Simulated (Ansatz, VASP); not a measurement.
**Cs2YTlF6: VASP beside Ansatz**

INCAR

```
  PREC = Accurate
  ENCUT = 600
  EDIFF = 1E-6
  ISMEAR = 0
  SIGMA = 0.01
  LREAL = F
  LASPH = T
  NELM = 60
  ALGO = Normal
  ISIF = 3
  LWAVE = F
  LCHARG = F
  GGA = CA
  IBRION = 2
  NSW = 80
  EDIFFG = -0.01
```

Contents of KPOINTS:

```
Automatic mesh
0
Gamma
  4 4 4
```

The input POSCAR:

```
Cs2YTlF6
1.0
    0.0000000000      4.8125310000      4.8125310000
    4.8125310000      0.0000000000      4.8125310000
    4.8125310000      4.8125310000      0.0000000000
Cs Y Tl F
2 1 1 6
Direct
    0.7500000000      0.7500000000      0.7500000000
    0.2500000000      0.2500000000      0.2500000000
    0.0000000000      0.0000000000      0.0000000000
    0.5000000000      0.5000000000      0.5000000000
    0.7752500000      0.2247500000      0.2247500000
    0.2247500000      0.2247500000      0.7752500000
    0.2247500000      0.7752500000      0.7752500000
    0.2247500000      0.7752500000      0.2247500000
    0.7752500000      0.2247500000      0.7752500000
    0.7752500000      0.7752500000      0.2247500000
```

Input for Ansatz:

```yaml
crystal:
  lattice:
    - [0.0, 4.812531, 4.812531]
    - [4.812531, 0.0, 4.812531]
    - [4.812531, 4.812531, 0.0]
  atoms:
    - { symbol: Cs, position: [0.75, 0.75, 0.75] }
    - { symbol: Cs, position: [0.25, 0.25, 0.25] }
    - { symbol: "Y", position: [0.0, 0.0, 0.0] }
    - { symbol: Tl, position: [0.5, 0.5, 0.5] }
    - { symbol: F, position: [0.77525, 0.22475, 0.22475] }
    - { symbol: F, position: [0.22475, 0.22475, 0.77525] }
    - { symbol: F, position: [0.22475, 0.77525, 0.77525] }
    - { symbol: F, position: [0.22475, 0.77525, 0.22475] }
    - { symbol: F, position: [0.77525, 0.22475, 0.77525] }
    - { symbol: F, position: [0.77525, 0.77525, 0.22475] }
kpoints:
  mp_grid:
    grid: [4, 4, 4]
hamiltonian:
  xc: lda
scf:
  occupations:
    method: fixed
relax:
  cell: {}
output:
  write_density: true
```

Alike in both runs: task relaxation of cell and atoms; functional LDA; k mesh 4 × 4 × 4; no spin polarisation.

|  | VASP | Ansatz |
| --- | --- | --- |
| version | VASP 6.6.1 | Ansatz 0.2.0 |
| potentials or method | VASP PAW LDA potentials, release 64 (Cs_sv, Y_sv, Tl_d, F) | plane waves, PAW |
| plane-wave cutoff (eV) | 600 | 420 |
| occupations | gaussian, width 0.01 eV | fixed |
| valence electrons in the cell | 84 | 84 |

```csv
,VASP,Ansatz,Ansatz less VASP
relaxed volume (Å³/atom),20.61,20.72,+0.111
relaxed cell length with the largest relative difference (Å),6.630,6.642,+0.0119
```

LDA's correlation is that of Perdew and Zunger in VASP and of Perdew and Wang (1992) in Ansatz.

Neither program's run includes spin-orbit coupling.
